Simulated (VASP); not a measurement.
# TaN (NiAs type) (P6_3/mmc) in VASP: notebook

The runs below take TaN (NiAs type) through single point, with PBE.

Program: VASP 6.6.1. These are calculated values, not measurements. Logs are shortened: lines on timing, memory, paths and dates and some standing lists are left out, and cuts for length are marked.

## Step 1: The cell of the first run

It takes space group P6_3/mmc (No. 194, hexagonal). The conventional cell has a = 2.786 Å, b = 2.786 Å, c = 5.710 Å, α = 90.00°, β = 90.00°, γ = 120.00°. Within 2.8 Å of Ta (site symmetry -3m) lie 6 N at 2.15 Å and 6 Ta at 2.79 Å. Within 2.8 Å of N (site symmetry -6m2) lie 6 Ta at 2.15 Å and 6 N at 2.79 Å.

## Step 2: Single point, PBE (volume scaled by 0.88)

File INCAR:

```
  PREC = Accurate
  ENCUT = 520
  EDIFF = 1E-7
  ISMEAR = -1
  SIGMA = 0.08
  LREAL = F
  LASPH = T
  NELM = 60
  ALGO = Normal
  ISIF = 2
  LWAVE = F
  LCHARG = F
  GGA = PE
  NBANDS = 24
```

File KPOINTS:

```
regular mesh
0
Gamma
  11 11 6
```

File POSCAR:

```
TaN
1.0
    2.7855888308      0.0000000000      0.0000000000
   -1.3927944154      2.4123906920      0.0000000000
    0.0000000000      0.0000000000      5.7097467468
Ta N
2 2
Direct
    0.0000000000      0.0000000000      0.0000000000
    0.0000000000      0.0000000000      0.5000000000
    0.3333333333      0.6666666667      0.2500000000
    0.6666666667      0.3333333333      0.7500000000
```

Potentials or basis: VASP PAW PBE potentials, release 64 (Ta_pv, N).

Run with:

```bash
cat potpaw_PBE.64/Ta_pv/POTCAR potpaw_PBE.64/N/POTCAR > POTCAR
mpirun -np 1 vasp_std > vasp.out
```

OUTCAR:

```text
PREC = Accurate
   ENCUT = 520
   EDIFF = 1E-7
   ISMEAR = -1
   LREAL = F
   LASPH = T
   NELM = 60
   ISIF = 2
   GGA = PE

 ion  position               nearest neighbor table
   1  0.000  0.000  0.000-   3 2.15   4 2.15   4 2.15   3 2.15   4 2.15   3 2.15   2 2.85   2 2.85

   2  0.000  0.000  0.500-   3 2.15   4 2.15   4 2.15   3 2.15   4 2.15   3 2.15   1 2.85   1 2.85

   3  0.333  0.667  0.250-   1 2.15   2 2.15   1 2.15   2 2.15   1 2.15   2 2.15
   4  0.667  0.333  0.750-   1 2.15   2 2.15   1 2.15   2 2.15   1 2.15   2 2.15

  LATTYP: Found a hexagonal cell.
 ALAT       =     2.7855888308
 C/A-ratio  =     2.0497449888

  Lattice vectors:

 A1 = (   2.7855888308,   0.0000000000,   0.0000000000)
 A2 = (  -1.3927944154,   2.4123906920,   0.0000000000)
 A3 = (   0.0000000000,   0.0000000000,   5.7097467468)

Analysis of symmetry for initial positions (statically):
=====================================================================
 Subroutine PRICEL returns:
 Original cell was already a primitive cell.

 Routine SETGRP: Setting up the symmetry group for a
 hexagonal supercell.

 Subroutine GETGRP returns: Found 24 space group operations
 (whereof 12 operations were pure point group operations)
 out of a pool of 24 trial point group operations.

The static configuration has the point symmetry D_3d.
 The point group associated with its full space group is D_6h.

Analysis of symmetry for dynamics (positions and initial velocities):
=====================================================================
 Subroutine PRICEL returns:
 Original cell was already a primitive cell.

 Routine SETGRP: Setting up the symmetry group for a
 hexagonal supercell.

 Subroutine GETGRP returns: Found 24 space group operations
 (whereof 12 operations were pure point group operations)
 out of a pool of 24 trial point group operations.

The dynamic configuration has the point symmetry D_3d.
 The point group associated with its full space group is D_6h.

 Subroutine INISYM returns: Found 24 space group operations
 (whereof 12 operations are pure point group operations),
 and found     1 'primitive' translations

----------------------------------------------------------------------------------------

                                     Primitive cell

  volume of cell :      38.3691

  direct lattice vectors                    reciprocal lattice vectors
     2.785588831  0.000000000  0.000000000     0.358990526  0.207263277  0.000000000
    -1.392794415  2.412390692  0.000000000     0.000000000  0.414526554  0.000000000
     0.000000000  0.000000000  5.709746747     0.000000000  0.000000000  0.175139116

  length of vectors
     2.785588831  2.785588831  5.709746747     0.414526554  0.414526554  0.175139116

  position of ions in fractional coordinates (direct lattice)
     0.000000000  0.000000000  0.000000000
     0.000000000  0.000000000  0.500000000
     0.333333333  0.666666667  0.250000000
     0.666666667  0.333333333  0.750000000

  ion indices of the primitive-cell ions
   primitive index   ion index
                 1           1
                 2           2
                 3           3
                 4           4

----------------------------------------------------------------------------------------

 KPOINTS: regular mesh

Automatic generation of k-mesh.
 Grid dimensions read from file:
 generate k-points for:   11   11    6

 Generating k-lattice:

  Cartesian coordinates                     Fractional coordinates (reciprocal lattice)
     0.032635502  0.018842116  0.000000000     0.090909091  0.000000000  0.000000000
     0.000000000  0.037684232  0.000000000     0.000000000  0.090909091  0.000000000
     0.000000000  0.000000000  0.029189853     0.000000000  0.000000000  0.166666667

  Length of vectors
     0.037684232  0.037684232  0.029189853

  Shift w.r.t. Gamma in fractional coordinates (k-lattice)
     0.000000000  0.000000000  0.000000000

 Subroutine IBZKPT returns following result:
 ===========================================

 Found     64 irreducible k-points:

 Following reciprocal coordinates:
            Coordinates               Weight
  0.000000  0.000000  0.000000      1.000000
  0.090909 -0.000000  0.000000      6.000000
  0.181818  0.000000  0.000000      6.000000
  0.272727  0.000000  0.000000      6.000000
  0.363636  0.000000  0.000000      6.000000
  0.454545  0.000000  0.000000      6.000000
[... 16 lines left out ...]
  0.090909  0.090909  0.166667     12.000000
  0.181818  0.090909  0.166667     24.000000
 [... further k-points ...]
   k-points           NKPTS =     64   k-points in BZ     NKDIM =     64   number of bands    NBANDS=     24
   number of dos      NEDOS =    301   number of ions     NIONS =      4
   total plane-waves  NPLWV =  24192
   dimension x,y,z NGX =    24 NGY =   24 NGZ =   42
   dimension x,y,z NGXF=    48 NGYF=   48 NGZF=   84
   ions per type =               2   2
   NGX,Y,Z   is equivalent  to a cutoff of  14.32, 14.32, 12.23 a.u.
   NGXF,Y,Z  is equivalent  to a cutoff of  28.65, 28.65, 24.46 a.u.
 SYSTEM =  unknown system
   PREC   = accura    normal or accurate (medium, high low for compatibility)
   ISTART =      0    job   : 0-new  1-cont  2-samecut
   ICHARG =      2    charge: 1-file 2-atom 10-const
   ISPIN  =      1    spin polarized calculation?
   LNONCOLLINEAR =      F non collinear calculations
   LSORBIT =      F    spin-orbit coupling
   LASPH  =      T    aspherical Exc in radial PAW
   ENCUT  =  520.0 eV  38.22 Ry    6.18 a.u.   5.18  5.18 10.62*2*pi/ulx,y,z
   NELM   =     60;   NELMIN=  2; NELMDL= -5     # of ELM steps
   EDIFF  = 0.1E-06   stopping-criterion for ELM
   LREAL  =      F    real-space projection
   EDIFFG = 0.1E-05   stopping-criterion for IOM
   NSW    =      0    number of steps for IOM
   IBRION =     -1    ionic relax: 0-MD 1-quasi-New 2-CG
   NFREE  =      0    steps in history (QN), initial steepest desc. (CG)
   ISIF   =      2    stress and relaxation
   ISYM   =      2    0-nonsym 1-usesym 2-fastsym
   POTIM  = 0.5000    time-step for ionic-motion
   TEBEG  =    0.0;   TEEND  =   0.0 temperature during run
   PSTRESS=    0.0 pullay stress
   NELECT =      32.0000    total number of electrons
   NUPDOWN=      -1.0000    fix difference up-down
   EMIN   =  10.00;   EMAX   =-10.00  energy-range for DOS
   EFERMI =   0.00;   METHOD = LEGACY
   ISMEAR =    -1;   SIGMA  =   0.08  broadening in eV -4-tet -1-fermi 0-gaus
   EFERMI_NEDOS =   21; number of points for ismear=-14 and -15
   IALGO  =     38    algorithm
   IMIX   =      4    mixing-type and parameters
     AMIX     =   0.40;   BMIX     =  1.00
     AMIX_MAG =   1.60;   BMIX_MAG =  1.00
  volume/ion in A,a.u.               =       9.59        64.73
  Fermi-wavevector in a.u.,A,eV,Ry     =   1.540982  2.912034 32.308755  2.374627
  Thomas-Fermi vector in A             =   2.646993
   LORBIT       =      0    0 simple, 1 ext, 2 COOP (PROOUT), +10 PAW based schemes
   GGA     = PE    functional components
   LHFCALC =     F    Hartree Fock is set to
   AEXX    =    0.0000 exact exchange contribution
   IVDW    =     0    specifies the selected vdW correction
   LEPSILON=     F    determine dielectric tensor
   LRPA    =     F    only Hartree local field effects (RPA)
 non-spin polarized calculation
  energy-cutoff  :      520.00
  volume of cell :       38.37
 maximum number of plane-waves:      1054
 NGX is ok and might be reduce to    24
   NGX = 11   NGY = 11   NGZ = 21

 number of electron      32.0000008 magnetization

 Free energy of the ion-electron system (eV)
  ---------------------------------------------------
  ext. energy  EPLUGINS =         0.00000000
  ---------------------------------------------------
  free energy    TOTEN  =       -43.19491785 eV

  energy without entropy =      -43.17400937  energy(sigma->0) =      -43.18446361

 E-fermi :   9.5190     XC(G=0): -14.0027

 val. band max:        9.4957191785   @ k =   0.0909  -0.0000   0.1667
 cond. band min:       9.5368358484   @ k =   0.2727   0.2727   0.0000
 fundamental gap:      0.0411166699
 Fermi energy:         9.5190021940

 k-point     1 :       0.0000    0.0000    0.0000
  band No.  band energies     occupation
      1     -26.1900      2.00000
      2     -25.0621      2.00000
      3     -24.6433      2.00000
      4     -24.6433      2.00000
      5     -24.5525      2.00000
      6     -24.5525      2.00000
[... 16 lines left out ...]
     23      14.2105      0.00000
     24      16.4250      0.00000

 k-point     2 :       0.0909   -0.0000    0.0000
  band No.  band energies     occupation
      1     -26.1549      2.00000
      2     -25.0416      2.00000
      3     -24.7958      2.00000
      4     -24.6905      2.00000
      5     -24.6746      2.00000
      6     -24.5817      2.00000
[... 16 lines left out ...]
     23      14.7208      0.00000
     24      16.1573      0.00000

 k-point     3 :       0.1818    0.0000    0.0000
  band No.  band energies     occupation
      1     -26.0596      2.00000
      2     -25.1873      2.00000
      3     -25.0487      2.00000
      4     -24.9854      2.00000
      5     -24.7578      2.00000
      6     -24.6591      2.00000
[... 16 lines left out ...]
     23      15.1622      0.00000
     24      16.5542      0.00000

 k-point     4 :       0.2727    0.0000    0.0000
  band No.  band energies     occupation
      1     -25.9334      2.00000
      2     -25.6653      2.00000
      3     -25.4916      2.00000
      4     -24.9124      2.00000
      5     -24.8648      2.00000
      6     -24.7589      2.00000
[... 16 lines left out ...]
     23      16.1020      0.00000
     24      17.4847      0.00000

 k-point     5 :       0.3636    0.0000    0.0000
  band No.  band energies     occupation
      1     -26.0846      2.00000
      2     -25.8775      2.00000
      3     -25.8063      2.00000
      4     -24.9612      2.00000
      5     -24.8489      2.00000
      6     -24.8440      2.00000
[... 451 lines left out ...]
 k-point    22 :       0.4545    0.0000    0.1667
  band No.  band energies     occupation
      1     -26.3034      2.00000
      2     -26.1133      2.00000
      3     -25.6759      2.00000
      4     -25.0100      2.00000
      5     -24.9096      2.00000
      6     -24.8697      2.00000
[... 16 lines left out ...]
     23      17.3271      0.00000
     24      17.8499      0.00000

 k-point    23 :       0.0909    0.0909    0.1667
  band No.  band energies     occupation
      1     -26.0234      2.00000
      2     -25.0975      2.00000
      3     -25.0352      2.00000
      4     -24.9374      2.00000
      5     -24.7351      2.00000
      6     -24.6504      2.00000
[... 16 lines left out ...]
     23      15.6968      0.00000
     24      16.0944      0.00000

 k-point    24 :       0.1818    0.0909    0.1667
  band No.  band energies     occupation
      1     -25.9150      2.00000
      2     -25.4604      2.00000
      3     -25.3175      2.00000
      4     -25.0128      2.00000
      5     -24.8532      2.00000
      6     -24.7610      2.00000
[... 16 lines left out ...]
     23      15.8577      0.00000
     24      16.8404      0.00000

 [... further k-points ...]
[... 5 lines left out ...]
  --------------------------------------------------------------------------------------
  -------------------------------------------------------------------------------------
  Total       13.4446135     13.4446135     13.4821389      0.0000000     -0.0000000      0.0000000
  in kB      561.4064568    561.4064568    562.9734029      0.0000000     -0.0000000      0.0000000
  external PRESSURE =     561.9287721 kB  Pullay stress =       0.0000000 kB

 VOLUME and BASIS-vectors are now :
 -----------------------------------------------------------------------------
  energy-cutoff  :      520.00
  volume of cell :       38.37
      direct lattice vectors                 reciprocal lattice vectors
     2.785588831  0.000000000  0.000000000     0.358990526  0.207263277  0.000000000
    -1.392794415  2.412390692  0.000000000     0.000000000  0.414526554  0.000000000
     0.000000000  0.000000000  5.709746747     0.000000000  0.000000000  0.175139116

 POSITION                                       TOTAL-FORCE (eV/Angst)
 -----------------------------------------------------------------------------------
      0.00000      0.00000      0.00000         0.000000      0.000000      0.000000
      0.00000      0.00000      2.85487         0.000000      0.000000      0.000000
     -0.00000      1.60826      1.42744         0.000000     -0.000000     -0.000000
      1.39279      0.80413      4.28231        -0.000000      0.000000      0.000000
 -----------------------------------------------------------------------------------
    total drift:                               -0.000000      0.000000      0.000000

  FREE ENERGIE OF THE ION-ELECTRON SYSTEM (eV)
  ---------------------------------------------------
  free  energy   TOTEN  =       -43.1949178497 eV

  energy  without entropy=      -43.1740093685  energy(sigma->0) =      -43.18446361
```

It took 55 s on 1 thread of Intel Xeon 6975P-C, shared host; peak memory 0.2 GiB.

Results:

```yaml
Free_energy: -43.1949 eV
Pressure: 56.2 GPa
Band_gap_on_the_k_mesh: zero (band 16 reaches 10.13 eV, above the bottom of band 17 at 8.91 eV)
```

Stress tensor (GPa, compression positive):
```
56.14  0.00  0.00
 0.00 56.14  0.00
 0.00  0.00 56.30
```

Levels at points of the mesh, in eV from the Fermi level:
| k point | band 14 | band 15 | band 16 | band 17 | band 18 | band 19 |
| --- | --- | --- | --- | --- | --- | --- |
| (0.00, 0.00, 0.00) | -2.10 | -2.10 | -0.31 | -0.31 | 0.68 | 0.68 |
| (0.00, 0.00, 0.50) | -4.24 | -0.86 | -0.86 | 1.16 | 1.16 | 1.16 |

Caveat: spin-orbit coupling is left out, which moves the levels of the heavy elements.

(Continued in part 2 of 2.)
